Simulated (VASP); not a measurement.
# TaN (km) (Fm-3m) in VASP: single point with PBEsol

Aim: the single point of TaN (km) with PBEsol.

Everything below comes from runs of VASP 6.6.1. Logs are shortened: lines on timing, memory, paths and dates and some standing lists are left out, and cuts for length are marked.

**1. The cell of the first run**

Symmetry: Fm-3m, No. 225, cubic system. The conventional cell has a = 4.375 Å, b = 4.375 Å, c = 4.375 Å, α = 90.00°, β = 90.00°, γ = 90.00°. Within 2.9 Å of Ta (site symmetry m-3m) lie 6 N at 2.19 Å. N (site symmetry m-3m) has 6 Ta at 2.19 Å within 2.9 Å.

**2. Single point, PBEsol**

File INCAR:

```
SYSTEM = TaN
PREC = Accurate
ENCUT = 600
EDIFF = 1E-6
ISMEAR = 0
SIGMA = 0.1
LREAL = .False.
LASPH = .True.
NELM = 120
ALGO = Normal
ISIF = 2
LWAVE = .False.
LCHARG = .False.
GGA = PS
NBANDS = 15
GGA_COMPAT = .False.
```

File KPOINTS:

```
regular mesh
0
Gamma
  6 6 6
  0 0 0
```

File POSCAR:

```
TaN
1.0
    0.0000000000      2.1874205795      2.1874205795
    2.1874205795      0.0000000000      2.1874205795
    2.1874205795      2.1874205795      0.0000000000
Ta N
1 1
Direct
    0.5000000000      0.5000000000      0.5000000000
    0.0000000000      0.0000000000      0.0000000000
```

Potentials or basis: VASP PAW PBE potentials, release 64 (Ta_pv, N).

Command:

```bash
cat potpaw_PBE.64/Ta_pv/POTCAR potpaw_PBE.64/N/POTCAR > POTCAR
mpirun -np 1 vasp_std > vasp.out
```

OUTCAR:

```text
SYSTEM = TaN
   PREC = Accurate
   ENCUT = 600
   EDIFF = 1E-6
   ISMEAR = 0
   LREAL = .False.
   LASPH = .True.
   NELM = 120
   ISIF = 2
   GGA = PS

 ion  position               nearest neighbor table
   1  0.500  0.500  0.500-   2 2.19   2 2.19   2 2.19   2 2.19   2 2.19   2 2.19
   2  0.000  0.000  0.000-   1 2.19   1 2.19   1 2.19   1 2.19   1 2.19   1 2.19

  LATTYP: Found a face centered cubic cell.
 ALAT       =     4.3748411590

  Lattice vectors:

 A1 = (   0.0000000000,   2.1874205795,   2.1874205795)
 A2 = (   2.1874205795,   0.0000000000,   2.1874205795)
 A3 = (   2.1874205795,   2.1874205795,   0.0000000000)

Analysis of symmetry for initial positions (statically):
=====================================================================
 Subroutine PRICEL returns:
 Original cell was already a primitive cell.

 Routine SETGRP: Setting up the symmetry group for a
 face centered cubic supercell.

 Subroutine GETGRP returns: Found 48 space group operations
 (whereof 48 operations were pure point group operations)
 out of a pool of 48 trial point group operations.

The static configuration has the point symmetry O_h .

Analysis of symmetry for dynamics (positions and initial velocities):
=====================================================================
 Subroutine PRICEL returns:
 Original cell was already a primitive cell.

 Routine SETGRP: Setting up the symmetry group for a
 face centered cubic supercell.

 Subroutine GETGRP returns: Found 48 space group operations
 (whereof 48 operations were pure point group operations)
 out of a pool of 48 trial point group operations.

The dynamic configuration has the point symmetry O_h .

 Subroutine INISYM returns: Found 48 space group operations
 (whereof 48 operations are pure point group operations),
 and found     1 'primitive' translations

----------------------------------------------------------------------------------------

                                     Primitive cell

  volume of cell :      20.9328

  direct lattice vectors                    reciprocal lattice vectors
     0.000000000  2.187420579  2.187420579    -0.228579728  0.228579728  0.228579728
     2.187420579  0.000000000  2.187420579     0.228579728 -0.228579728  0.228579728
     2.187420579  2.187420579  0.000000000     0.228579728  0.228579728 -0.228579728

  length of vectors
     3.093479850  3.093479850  3.093479850     0.395911702  0.395911702  0.395911702

  position of ions in fractional coordinates (direct lattice)
     0.500000000  0.500000000  0.500000000
     0.000000000  0.000000000  0.000000000

  ion indices of the primitive-cell ions
[... 79 lines left out ...]
   EMIN   =  10.00;   EMAX   =-10.00  energy-range for DOS
   EFERMI =   0.00;   METHOD = LEGACY
   ISMEAR =     0;   SIGMA  =   0.10  broadening in eV -4-tet -1-fermi 0-gaus
   EFERMI_NEDOS =   21; number of points for ismear=-14 and -15
   IALGO  =     38    algorithm
   IMIX   =      4    mixing-type and parameters
     AMIX     =   0.40;   BMIX     =  1.00
     AMIX_MAG =   1.60;   BMIX_MAG =  1.00
  volume/ion in A,a.u.               =      10.47        70.63
  Fermi-wavevector in a.u.,A,eV,Ry     =   1.496830  2.828599 30.483861  2.240501
  Thomas-Fermi vector in A             =   2.608796
   LORBIT       =      0    0 simple, 1 ext, 2 COOP (PROOUT), +10 PAW based schemes
   GGA     = PS    functional components
   LHFCALC =     F    Hartree Fock is set to
   AEXX    =    0.0000 exact exchange contribution
   IVDW    =     0    specifies the selected vdW correction
   LEPSILON=     F    determine dielectric tensor
   LRPA    =     F    only Hartree local field effects (RPA)
 non-spin polarized calculation
 Gauss-broadening in eV      SIGMA  =   0.10
  energy-cutoff  :      600.00
  volume of cell :       20.93
 maximum number of plane-waves:       725
 NGX is ok and might be reduce to    28
   NGX = 13   NGY = 13   NGZ = 13

 number of electron      16.0000000 magnetization

 Free energy of the ion-electron system (eV)
  ---------------------------------------------------
  ext. energy  EPLUGINS =         0.00000000
  ---------------------------------------------------
  free energy    TOTEN  =       -23.15266419 eV

  energy without entropy =      -23.14475387  energy(sigma->0) =      -23.14870903

 E-fermi :   9.5916     XC(G=0): -13.6758

 val. band max:        9.5791725060   @ k =   0.0000   0.0000   0.0000
 cond. band min:       9.6171647171   @ k =   0.3333   0.0000   0.0000
 fundamental gap:      0.0379922111
 Fermi energy:         9.5916132049

 k-point     1 :       0.0000    0.0000    0.0000
  band No.  band energies     occupation
      1     -26.1306      2.00000
      2     -26.1306      2.00000
      3     -26.1306      2.00000
      4      -9.3718      2.00000
      5       5.7318      2.00000
      6       5.7318      2.00000
      7       5.7318      2.00000
      8       7.3771      2.00000
      9       7.3771      2.00000
     10       7.3771      2.00000
     11       9.5792      1.13966
     12       9.5792      1.13966
     13      11.2405      0.00000
     14      18.9332      0.00000
[... 257 lines left out ...]
      2     -26.5543      2.00000
      3     -26.4546      2.00000
      4      -7.5738      2.00000
      5       2.6194      2.00000
      6       2.7409      2.00000
      7       2.9096      2.00000
      8       7.4917      2.00000
      9      11.2225      0.00000
     10      13.2099      0.00000
     11      13.2562      0.00000
     12      14.5184      0.00000
     13      18.3528      0.00000
     14      20.1177      0.00000
     15      21.9618      0.00000

------------------------ aborting loop because EDIFF is reached ----------------------------------------

  FORCE on cell =-STRESS in cart. coord.  units (eV):
  Direction    XX          YY          ZZ          XY          YZ          ZX
  --------------------------------------------------------------------------------------
  -------------------------------------------------------------------------------------
  Total        0.2120810      0.2120810      0.2120810      0.0000000      0.0000000     -0.0000000
  in kB       16.2324996     16.2324996     16.2324996      0.0000000      0.0000000     -0.0000000
  external PRESSURE =      16.2324996 kB  Pullay stress =       0.0000000 kB

 VOLUME and BASIS-vectors are now :
 -----------------------------------------------------------------------------
  energy-cutoff  :      600.00
  volume of cell :       20.93
      direct lattice vectors                 reciprocal lattice vectors
     0.000000000  2.187420579  2.187420579    -0.228579728  0.228579728  0.228579728
     2.187420579  0.000000000  2.187420579     0.228579728 -0.228579728  0.228579728
     2.187420579  2.187420579  0.000000000     0.228579728  0.228579728 -0.228579728

 POSITION                                       TOTAL-FORCE (eV/Angst)
 -----------------------------------------------------------------------------------
      2.18742      2.18742      2.18742        -0.000000     -0.000000     -0.000000
      0.00000      0.00000      0.00000         0.000000      0.000000      0.000000
 -----------------------------------------------------------------------------------
    total drift:                                0.000000      0.000000      0.000000

  FREE ENERGIE OF THE ION-ELECTRON SYSTEM (eV)
  ---------------------------------------------------
  free  energy   TOTEN  =       -23.1526641948 eV

  energy  without entropy=      -23.1447538727  energy(sigma->0) =      -23.14870903
```

OSZICAR:

```text
N       E                     dE             d eps       ncg     rms          rms(c)
DAV:   1     0.995045921568E+02    0.99505E+02   -0.95983E+03   480   0.126E+03
DAV:   2    -0.227007004942E+02   -0.12221E+03   -0.11377E+03   599   0.330E+02
DAV:   3    -0.259059622427E+02   -0.32053E+01   -0.31798E+01   529   0.504E+01
DAV:   4    -0.259189089097E+02   -0.12947E-01   -0.12939E-01   641   0.340E+00
DAV:   5    -0.259190068562E+02   -0.97946E-04   -0.97944E-04   522   0.259E-01    0.250E+01
DAV:   6    -0.232443302972E+02    0.26747E+01   -0.50774E+00   594   0.254E+01    0.106E+01
DAV:   7    -0.231903758298E+02    0.53954E-01   -0.50972E-01   578   0.573E+00    0.703E+00
DAV:   8    -0.231608765359E+02    0.29499E-01   -0.16257E-01   536   0.327E+00    0.166E+00
DAV:   9    -0.231529860930E+02    0.78904E-02   -0.24929E-02   536   0.130E+00    0.437E-01
DAV:  10    -0.231527482063E+02    0.23789E-03   -0.19952E-03   571   0.468E-01    0.960E-02
DAV:  11    -0.231526661048E+02    0.82102E-04   -0.17591E-04   564   0.149E-01    0.261E-02
DAV:  12    -0.231526645442E+02    0.15606E-05   -0.10710E-05   522   0.305E-02    0.418E-03
DAV:  13    -0.231526641948E+02    0.34931E-06   -0.79920E-07   359   0.725E-03
   1 F= -.23152664E+02 E0= -.23148709E+02  d E =-.791032E-02
```

stdout:

```text
POSCAR found type information on POSCAR TaN
 POSCAR found :  2 types and       2 ions
 scaLAPACK will be used
 -----------------------------------------------------------------------------
|                                                                             |
|                                                                             |
|     You enforced a specific xc type in the INCAR file but a different       |
|     I HOPE YOU KNOW WHAT YOU ARE DOING!                                     |
|                                                                             |
 -----------------------------------------------------------------------------

 LDA part: xc-table for (Slater+PW92), standard interpolation
 POSCAR, INCAR and KPOINTS ok, starting setup
 FFT: planning ... GRIDC
 FFT: planning ... GRID_SOFT
 FFT: planning ... GRID
 WAVECAR not read
 entering main loop
```

Wall time 18 s (1 thread of Intel Xeon 8259CL, shared host); peak memory 0.16 GiB.

Results:

- Free energy: -23.1527 eV
- Pressure: 1.6 GPa
- Band gap on the k mesh: zero (band 8 reaches 11.51 eV, above the bottom of band 9 at 7.38 eV)

Caveat: the k points lie up to 0.41 Å⁻¹ apart; the PAW data sets were made with another functional, which shifts forces and pressure a little; spin-orbit coupling is left out, which moves the levels of the heavy elements.
